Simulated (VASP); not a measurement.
# Ag (P6_3/mmc) in VASP: settings compared

Aim: see how the results for Ag move with the level of theory and the settings. Levels: PBE, PBE+D3(BJ). Tasks: single point.

Everything below comes from runs of VASP 6.6.1. Logs are shortened: lines on timing, memory, paths and dates and some standing lists are left out, and cuts for length are marked.

**1. The cell of the first run**

The structure is hexagonal, space group P6_3/mmc (No. 194). The conventional cell has a = 2.943 Å, b = 2.943 Å, c = 4.779 Å, α = 90.00°, β = 90.00°, γ = 120.00°. Within 3.9 Å of Ag (site symmetry -6m2) lie 12 Ag at 2.93 to 2.94 Å.

This isn't the form of Ag at room conditions, which is fcc.

**2. Single point, PBE**

INCAR

```
PREC     = Accurate       # precision mode
ENCUT    = 520            # plane-wave cutoff, eV
EDIFF    = 1E-6           # SCF threshold, eV
ISMEAR   = -1             # smearing method
SIGMA    = 0.05           # smearing width, eV
LREAL    = F              # projectors in reciprocal space
LASPH    = T              # aspherical terms in the spheres
NELM     = 60             # most SCF steps
ALGO     = Normal         # electronic algorithm
ISIF     = 2              # what is computed and relaxed
LWAVE    = F              # write WAVECAR
LCHARG   = F              # write CHGCAR
GGA      = PE             # functional
NBANDS   = 18             # bands
```

KPOINTS

```
Automatic mesh
0
Gamma
  10 10 6
```

POSCAR

```
Ag
1.0
    2.9432195749      0.0000000000      0.0000000000
   -1.4716097875      2.5489029208      0.0000000000
    0.0000000000      0.0000000000      4.7785659671
Ag
2
Direct
    0.6666666667      0.3333333333      0.7500000000
    0.3333333333      0.6666666667      0.2500000000
```

Potentials or basis: VASP PAW PBE potentials, release 64 (Ag).

Launch:

```
cat potpaw_PBE.64/Ag/POTCAR > POTCAR
mpirun -np 1 vasp_std > vasp.out
```

OUTCAR:

```text
PREC = Accurate
   ENCUT = 520
   EDIFF = 1E-6
   ISMEAR = -1
   LREAL = F
   LASPH = T
   NELM = 60
   ISIF = 2
   GGA = PE

 ion  position               nearest neighbor table
   1  0.667  0.333  0.750-   2 2.93   2 2.93   2 2.93   2 2.93   2 2.93   2 2.93
   2  0.333  0.667  0.250-   1 2.93   1 2.93   1 2.93   1 2.93   1 2.93   1 2.93

  LATTYP: Found a hexagonal cell.
 ALAT       =     2.9432195749
 C/A-ratio  =     1.6235845969

  Lattice vectors:

 A1 = (   2.9432195749,   0.0000000000,   0.0000000000)
 A2 = (  -1.4716097875,   2.5489029208,   0.0000000000)
 A3 = (   0.0000000000,   0.0000000000,   4.7785659671)

Analysis of symmetry for initial positions (statically):
=====================================================================
 Subroutine PRICEL returns:
 Original cell was already a primitive cell.

 Routine SETGRP: Setting up the symmetry group for a
 hexagonal supercell.

 Subroutine GETGRP returns: Found 24 space group operations
 (whereof 12 operations were pure point group operations)
 out of a pool of 24 trial point group operations.

The static configuration has the point symmetry D_3d.
 The point group associated with its full space group is D_6h.

Analysis of symmetry for dynamics (positions and initial velocities):
=====================================================================
 Subroutine PRICEL returns:
 Original cell was already a primitive cell.

 Routine SETGRP: Setting up the symmetry group for a
 hexagonal supercell.

 Subroutine GETGRP returns: Found 24 space group operations
 (whereof 12 operations were pure point group operations)
 out of a pool of 24 trial point group operations.

The dynamic configuration has the point symmetry D_3d.
 The point group associated with its full space group is D_6h.

 Subroutine INISYM returns: Found 24 space group operations
 (whereof 12 operations are pure point group operations),
 and found     1 'primitive' translations

----------------------------------------------------------------------------------------

                                     Primitive cell

  volume of cell :      35.8487

  direct lattice vectors                    reciprocal lattice vectors
     2.943219575  0.000000000  0.000000000     0.339763981  0.196162826  0.000000000
    -1.471609788  2.548902921  0.000000000     0.000000000  0.392325652  0.000000000
     0.000000000  0.000000000  4.778565967     0.000000000  0.000000000  0.209267803

  length of vectors
     2.943219575  2.943219575  4.778565967     0.392325652  0.392325652  0.209267803

  position of ions in fractional coordinates (direct lattice)
     0.666666667  0.333333333  0.750000000
     0.333333333  0.666666667  0.250000000

  ion indices of the primitive-cell ions
   primitive index   ion index
                 1           1
                 2           2

----------------------------------------------------------------------------------------

 KPOINTS: Automatic mesh

Automatic generation of k-mesh.
 Grid dimensions read from file:
 generate k-points for:   10   10    6

 Generating k-lattice:

  Cartesian coordinates                     Fractional coordinates (reciprocal lattice)
     0.033976398  0.019616283  0.000000000     0.100000000 -0.000000000  0.000000000
     0.000000000  0.039232565  0.000000000     0.000000000  0.100000000  0.000000000
     0.000000000  0.000000000  0.034877967     0.000000000  0.000000000  0.166666667

  Length of vectors
     0.039232565  0.039232565  0.034877967

  Shift w.r.t. Gamma in fractional coordinates (k-lattice)
     0.000000000  0.000000000  0.000000000

 Subroutine IBZKPT returns following result:
 ===========================================

 Found     56 irreducible k-points:

 Following reciprocal coordinates:
            Coordinates               Weight
  0.000000  0.000000  0.000000      1.000000
  0.100000  0.000000  0.000000      6.000000
  0.200000  0.000000  0.000000      6.000000
  0.300000  0.000000  0.000000      6.000000
  0.400000 -0.000000  0.000000      6.000000
  0.500000  0.000000  0.000000      3.000000
[... 16 lines left out ...]
  0.300000  0.100000  0.166667     24.000000
  0.400000  0.100000  0.166667     24.000000
 [... further k-points ...]
   k-points           NKPTS =     56   k-points in BZ     NKDIM =     56   number of bands    NBANDS=     18
   number of dos      NEDOS =    301   number of ions     NIONS =      2
   total plane-waves  NPLWV =  20736
   dimension x,y,z NGX =    24 NGY =   24 NGZ =   36
   dimension x,y,z NGXF=    48 NGYF=   48 NGZF=   72
   ions per type =               2
   NGX,Y,Z   is equivalent  to a cutoff of  13.56, 13.56, 12.52 a.u.
   NGXF,Y,Z  is equivalent  to a cutoff of  27.11, 27.11, 25.05 a.u.
 SYSTEM =  unknown system
   PREC   = accura    normal or accurate (medium, high low for compatibility)
   ISTART =      0    job   : 0-new  1-cont  2-samecut
   ICHARG =      2    charge: 1-file 2-atom 10-const
   ISPIN  =      1    spin polarized calculation?
   LNONCOLLINEAR =      F non collinear calculations
   LSORBIT =      F    spin-orbit coupling
   LASPH  =      T    aspherical Exc in radial PAW
   ENCUT  =  520.0 eV  38.22 Ry    6.18 a.u.   5.47  5.47  8.88*2*pi/ulx,y,z
   NELM   =     60;   NELMIN=  2; NELMDL= -5     # of ELM steps
   EDIFF  = 0.1E-05   stopping-criterion for ELM
   LREAL  =      F    real-space projection
   EDIFFG = 0.1E-04   stopping-criterion for IOM
   NSW    =      0    number of steps for IOM
   IBRION =     -1    ionic relax: 0-MD 1-quasi-New 2-CG
   NFREE  =      0    steps in history (QN), initial steepest desc. (CG)
   ISIF   =      2    stress and relaxation
   ISYM   =      2    0-nonsym 1-usesym 2-fastsym
   POTIM  = 0.5000    time-step for ionic-motion
   TEBEG  =    0.0;   TEEND  =   0.0 temperature during run
   PSTRESS=    0.0 pullay stress
   NELECT =      22.0000    total number of electrons
   NUPDOWN=      -1.0000    fix difference up-down
   EMIN   =  10.00;   EMAX   =-10.00  energy-range for DOS
   EFERMI =   0.00;   METHOD = LEGACY
   ISMEAR =    -1;   SIGMA  =   0.05  broadening in eV -4-tet -1-fermi 0-gaus
   EFERMI_NEDOS =   21; number of points for ismear=-14 and -15
   IALGO  =     38    algorithm
   IMIX   =      4    mixing-type and parameters
     AMIX     =   0.40;   BMIX     =  1.00
     AMIX_MAG =   1.60;   BMIX_MAG =  1.00
  volume/ion in A,a.u.               =      17.92       120.96
  Fermi-wavevector in a.u.,A,eV,Ry     =   1.391205  2.628997 26.333424  1.935452
  Thomas-Fermi vector in A             =   2.515067
   LORBIT       =      0    0 simple, 1 ext, 2 COOP (PROOUT), +10 PAW based schemes
   GGA     = PE    functional components
   LHFCALC =     F    Hartree Fock is set to
   AEXX    =    0.0000 exact exchange contribution
   IVDW    =     0    specifies the selected vdW correction
   LEPSILON=     F    determine dielectric tensor
   LRPA    =     F    only Hartree local field effects (RPA)
 non-spin polarized calculation
  energy-cutoff  :      520.00
  volume of cell :       35.85
 maximum number of plane-waves:       990
 NGX is ok and might be reduce to    24
   NGX = 11   NGY = 11   NGZ = 17

 number of electron      22.0000006 magnetization

 Free energy of the ion-electron system (eV)
  ---------------------------------------------------
  ext. energy  EPLUGINS =         0.00000000
  ---------------------------------------------------
  free energy    TOTEN  =        -5.42182110 eV

  energy without entropy =       -5.41654510  energy(sigma->0) =       -5.41918310

 E-fermi :   7.7393     XC(G=0): -11.9114

 val. band max:        7.5662858797   @ k =   0.3000   0.0000   0.3333
 cond. band min:       7.7646154604   @ k =   0.3000   0.2000   0.3333
 fundamental gap:      0.1983295806
 Fermi energy:         7.7393179644

 k-point     1 :       0.0000    0.0000    0.0000
  band No.  band energies     occupation
      1       0.3476      2.00000
      2       1.6684      2.00000
      3       3.1462      2.00000
      4       3.2149      2.00000
      5       3.2149      2.00000
      6       3.4370      2.00000
[... 10 lines left out ...]
     17      25.3519      0.00000
     18      25.3760      0.00000

 k-point     2 :       0.1000    0.0000    0.0000
  band No.  band energies     occupation
      1       0.6096      2.00000
      2       1.8114      2.00000
      3       2.9978      2.00000
      4       3.3410      2.00000
      5       3.3483      2.00000
      6       3.4118      2.00000
[... 10 lines left out ...]
     17      25.4705      0.00000
     18      26.2375      0.00000

 k-point     3 :       0.2000    0.0000    0.0000
  band No.  band energies     occupation
      1       1.3011      2.00000
      2       2.0749      2.00000
      3       2.8737      2.00000
      4       3.1356      2.00000
      5       3.2784      2.00000
      6       3.4787      2.00000
[... 10 lines left out ...]
     17      24.1605      0.00000
     18      25.5632      0.00000

 k-point     4 :       0.3000    0.0000    0.0000
  band No.  band energies     occupation
      1       1.9024      2.00000
      2       2.0575      2.00000
      3       2.5714      2.00000
      4       3.2197      2.00000
      5       3.2906      2.00000
      6       3.3612      2.00000
[... 375 lines left out ...]
      4       2.8747      2.00000
      5       3.1494      2.00000
      6       3.4604      2.00000
[... 10 lines left out ...]
     17      23.2738      0.00000
     18      24.9374      0.00000

 k-point    23 :       0.3000    0.1000    0.1667
  band No.  band energies     occupation
      1       1.9751      2.00000
      2       2.1268      2.00000
      3       2.6146      2.00000
      4       2.8474      2.00000
      5       3.2549      2.00000
      6       3.5122      2.00000
[... 10 lines left out ...]
     17      22.1335      0.00000
     18      22.5601      0.00000

 k-point    24 :       0.4000    0.1000    0.1667
  band No.  band energies     occupation
      1       1.8519      2.00000
      2       1.9484      2.00000
      3       2.5147      2.00000
      4       2.9089      2.00000
      5       3.1365      2.00000
      6       3.7179      2.00000
[... 10 lines left out ...]
     17      19.8464      0.00000
     18      21.8093      0.00000

 [... further k-points ...]

------------------------ aborting loop because EDIFF is reached ----------------------------------------

  FORCE on cell =-STRESS in cart. coord.  units (eV):
  Direction    XX          YY          ZZ          XY          YZ          ZX
  --------------------------------------------------------------------------------------
  -------------------------------------------------------------------------------------
  Total       -0.0240055     -0.0240055     -0.0337695      0.0000000     -0.0000000      0.0000000
  in kB       -1.0728700     -1.0728700     -1.5092504      0.0000000     -0.0000000      0.0000000
  external PRESSURE =      -1.2183301 kB  Pullay stress =       0.0000000 kB

 VOLUME and BASIS-vectors are now :
 -----------------------------------------------------------------------------
  energy-cutoff  :      520.00
  volume of cell :       35.85
      direct lattice vectors                 reciprocal lattice vectors
     2.943219575  0.000000000  0.000000000     0.339763981  0.196162826  0.000000000
    -1.471609788  2.548902921  0.000000000     0.000000000  0.392325652  0.000000000
     0.000000000  0.000000000  4.778565967     0.000000000  0.000000000  0.209267803

 POSITION                                       TOTAL-FORCE (eV/Angst)
 -----------------------------------------------------------------------------------
      1.47161      0.84963      3.58392         0.000000     -0.000000      0.000000
     -0.00000      1.69927      1.19464        -0.000000      0.000000      0.000000
 -----------------------------------------------------------------------------------
    total drift:                               -0.000000      0.000000     -0.000000

  FREE ENERGIE OF THE ION-ELECTRON SYSTEM (eV)
  ---------------------------------------------------
  free  energy   TOTEN  =        -5.4218210969 eV

  energy  without entropy=       -5.4165450951  energy(sigma->0) =       -5.41918310
```

It took 41 s on 1 thread of Intel Xeon 8259CL, shared host; peak memory 0.17 GiB.

Results:

* Free energy: -5.4218 eV
* Pressure: -0.1 GPa
* Band gap on the k mesh: zero (bands 11 and 12 overlap by 6.37 eV)

**3. Single point, PBE+D3(BJ)**

This run uses another cell than the first one, of 17.81 Å³/atom.

INCAR

```
PREC = Accurate
ENCUT = 520
EDIFF = 1E-7
ISMEAR = -1
SIGMA = 0.05
LREAL = False
LASPH = True
NELM = 100
ALGO = Fast
ISIF = 2
LWAVE = False
LCHARG = True
GGA = PE
IVDW = 12
LELF = True
LVHAR = True
NBANDS = 18
```

KPOINTS

```
regular mesh
0
Gamma
  10 10 6
```

POSCAR

```
Ag
1.0
    2.9300000000      0.0000000000      0.0000000000
   -1.4650000000      2.5374544331      0.0000000000
    0.0000000000      0.0000000000      4.7900000000
Ag
2
Direct
    0.6666666667      0.3333333333      0.7500000000
    0.3333333333      0.6666666667      0.2500000000
```

Potentials or basis: VASP PAW PBE potentials, release 64 (Ag).

Launch:

```
cat potpaw_PBE.64/Ag/POTCAR > POTCAR
mpirun -np 1 vasp_std > vasp.out
```

Run time: 49 s. Hardware: 1 thread of Intel Xeon 8259CL, shared host; peak memory 0.18 GiB.

The run converged. Its results:

```yaml
Free_energy: -6.5472 eV
Pressure: -4.7 GPa
Band_gap_on_the_k_mesh: zero (bands 11 and 12 overlap by 6.42 eV)
Dispersion_energy_per_atom: -0.563 eV
```

Stress tensor (GPa, compression positive):
```
-4.45  0.00  0.00
 0.00 -4.45  0.00
 0.00  0.00 -5.08
```

Levels at points of the mesh, in eV from the Fermi level:
```tsv
k point	band 8	band 9	band 10	band 11	band 12	band 13	band 14	band 15
(0.00, 0.00, 0.00)	-4.01	-4.01	-3.08	-3.08	-0.28	3.36	15.54	17.40
(0.50, 0.00, 0.00)	-2.95	-2.90	-2.82	0.13	1.46	6.70	6.97	9.02
(0.00, 0.00, 0.50)	-4.38	-3.37	-3.37	-3.37	-3.37	10.81	10.81	15.89
(0.50, 0.00, 0.50)	-3.11	-2.87	-2.87	0.82	0.82	4.36	4.36	13.29
```

Caveat: three body term missing; the cell stands under tension.
